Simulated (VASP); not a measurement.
Here is a VASP 6.6.1 calculation.

The input INCAR:

```
SYSTEM = Si
PREC = Accurate ; ENCUT = 400
EDIFF = 1E-6 ; ISMEAR = -1
SIGMA = 0.087 ; LREAL = Auto
LASPH = .TRUE. ; NELM = 120
ALGO = Normal ; ISIF = 2
LWAVE = .FALSE. ; LCHARG = .FALSE.
GGA = PE ; ISYM = -1
NBANDS = 56 ; GGA_COMPAT = .FALSE.
```

The input KPOINTS:

```
explicit points
1
Reciprocal
  0.25000000   0.25000000   0.25000000 1
```

Contents of POSCAR:

```
Si
1.0
    7.2812860000      0.0138440000     -0.2431290000
    0.0138440000      7.4715990000     -0.0584000000
   -0.2431290000     -0.0584000000      7.1523540000
Si
20
Direct
    0.0897750432      0.0708677584      0.4443890212
    0.1276810443      0.4886253992      0.7562270671
    0.6849446055      0.9679951741      0.0250710207
    0.9500041293      0.1456346025      0.1065275313
    0.5577258689      0.8435481289      0.2805738563
    0.9090644581      0.9442010670      0.6410417151
    0.1067777198      0.8153837456      0.8641885135
    0.8234902529      0.5148539396      0.6756606051
    0.5071757090      0.3731938877      0.6844592208
    0.4927761352      0.0953374492      0.4866298391
    0.4356529036      0.6238402410      0.9800222591
    0.7904803187      0.2083461632      0.7668218191
    0.4380679569     -0.0003880998      0.7960083295
    0.1841617937      0.4131950666      0.1425579137
   -0.0009601874      0.6500042271      0.1969459003
    0.7906445053      0.7015906497      0.4220664276
    0.7473705279      0.6696072576      0.9398204441
    0.2421713179      0.3580036098      0.4664389208
    0.2034585382      0.8885641391      0.1964146093
    0.1894951446      0.2156483558      0.8691508598
```

Potentials or basis: VASP PAW PBE potentials, release 64 (Si).

Command:

```bash
$ cat potpaw_PBE.64/Si/POTCAR > POTCAR
$ mpirun -np 1 vasp_std > vasp.out
```

Task: Predict the pressure.

Result: 1.3 GPa.

Task: Estimate the largest force.

Result: 3.171 eV/Å.

Forces in eV/Å, atoms in the order of the input:
```
Si   1.390  1.177 -1.873
Si   1.019  1.542 -0.761
Si  -0.068 -0.148 -0.273
Si   0.386  0.413  0.038
Si  -2.821  0.877 -1.151
Si  -1.317 -0.460 -0.582
Si   1.436 -0.534  0.866
Si  -1.032 -0.176 -0.400
Si  -0.184 -0.288  0.430
Si   0.145 -0.163  0.526
Si  -0.960 -0.183  0.410
Si  -0.428 -0.532  0.429
Si  -0.960  0.219 -0.063
Si   1.183 -0.381 -0.124
Si  -1.262  0.347 -0.465
Si   1.450 -0.097  0.963
Si   0.691  0.053  0.765
Si   0.103 -0.641  0.080
Si   0.788  0.382  0.431
Si   0.442 -1.407  0.756
```

Caveat: the atoms stand as in a frame of molecular dynamics.
